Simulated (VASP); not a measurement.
Runs of VASP 6.6.1 on Hg. The structure is that of space group Fm-3m (No. 225), or close to it. The cells are those of the table. 

```tsv
task	cell	k mesh	cutoff (eV)	gap on the mesh (eV)	pressure (GPa)	relaxed volume (Å³/atom)
relaxation of cell and atoms	relaxed from a = 2.830 Å, angles 60.0°, 1 atom	8 × 8 × 8	600	none	0.3	23.54
single point	a = 3.204 Å, angles 60.0°, 1 atom	16 × 16 × 16	520	none	0.3	-
single point	a = 3.209 Å, angles 60.0°, 1 atom	8 × 8 × 8	520	none	(a)	-
relaxation of cell and atoms	relaxed from a = 3.209 Å, angles 60.0°, 1 atom	16 × 16 × 16	600	none	0.0	23.47
single point	a = 2.830 Å, angles 60.0°, 1 atom	8 × 8 × 8	520	none	57.5	-
```

Alike in all rows: level PBEsol; potentials or basis VASP PAW PBE potentials, release 64 (Hg); no spin polarisation; smearing gaussian 0.1 eV.

Question: Estimate the missing entries.

Answer: (a) 0.5.

Caveats: the PAW data sets were made with another functional, which shifts forces and pressure a little; spin-orbit coupling is left out, which moves the levels of the heavy elements; the volume moved by over 15 % at a fixed basis, so the end points are rough (some runs).

A k mesh can miss the band edges, and the runs leave out spin-orbit coupling on Hg.

A gap of «none» marks levels without a gap at the run's occupations.
